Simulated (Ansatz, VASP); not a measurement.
## One calculation of Ti3S2, two programs

INCAR

```
SYSTEM = Ti3S2
  PREC = Accurate
  ENCUT = 520
  EDIFF = 1E-7
  ISMEAR = 1
  SIGMA = 0.05
  LREAL = .False.
  LASPH = .True.
  NELM = 100
  ALGO = Normal
  ISIF = 2
  LWAVE = .False.
  LCHARG = .False.
  GGA = PS
  NBANDS = 32
```

File KPOINTS:

```
Automatic mesh
0
Gamma
  6 6 6
  0 0 0
```

Contents of POSCAR:

```
Ti3S2
1.0
    2.7663217446      1.5971419173      3.3011188661
   -2.7663217446      1.5971419173      3.3011188661
    0.0000000000     -3.1942736385      3.3011188661
Ti S
3 2
Direct
    0.3356500000      0.6643400000      0.0000000000
    0.6643400000      0.0000000000      0.3356500000
    0.0000000000      0.3356500000      0.6643400000
    0.8321600000      0.8321600000      0.8321600000
    0.1678400000      0.1678400000      0.1678400000
```

Input for Ansatz:

```yaml
crystal:
  lattice:
    - [2.7663217446419393, 1.5971419172986079, 3.301118866130616]
    - [-2.7663217446419393, 1.5971419172986079, 3.301118866130616]
    - [0.0, -3.194273638468992, 3.301118866130616]
  atoms:
    - { symbol: Ti, position: [0.33565, 0.66434, 0.0] }
    - { symbol: Ti, position: [0.66434, 0.0, 0.33565] }
    - { symbol: Ti, position: [0.0, 0.33565, 0.66434] }
    - { symbol: S, position: [0.83216, 0.83216, 0.83216] }
    - { symbol: S, position: [0.16784, 0.16784, 0.16784] }
basis:
  ecutwfc: 500.0
kpoints:
  mp_grid:
    grid: [6, 6, 6]
hamiltonian:
  xc: pbesol
scf:
  occupations:
    method: cold
    width: 0.05
output:
  stress: true
```

Alike in both runs: task single point; functional PBEsol; k mesh 6 × 6 × 6; no spin polarisation.

|  | VASP | Ansatz |
| --- | --- | --- |
| version | VASP 6.6.1 | Ansatz 0.2.0 |
| potentials or method | VASP PAW PBE potentials, release 64 (Ti_sv, S), cutoff 520 eV | plane waves, PAW |
| occupations | methfessel-paxton of order 1, width 0.05 eV | cold, width 0.05 eV |
| valence electrons in the cell | 48 | 48 |

Ansatz gave:

```
pressure (GPa)                                                : -10.6
traceless stress, the component that is largest in VASP (GPa) : -1.01
```

Problem. What did VASP give for the same quantities?

Solution. Pressure (GPa): -10.4; traceless stress, the component that is largest in VASP (GPa): -0.98.

VASP's potentials were made for PBE, not for PBEsol. Ansatz's warnings: structure snapped to symmetry.
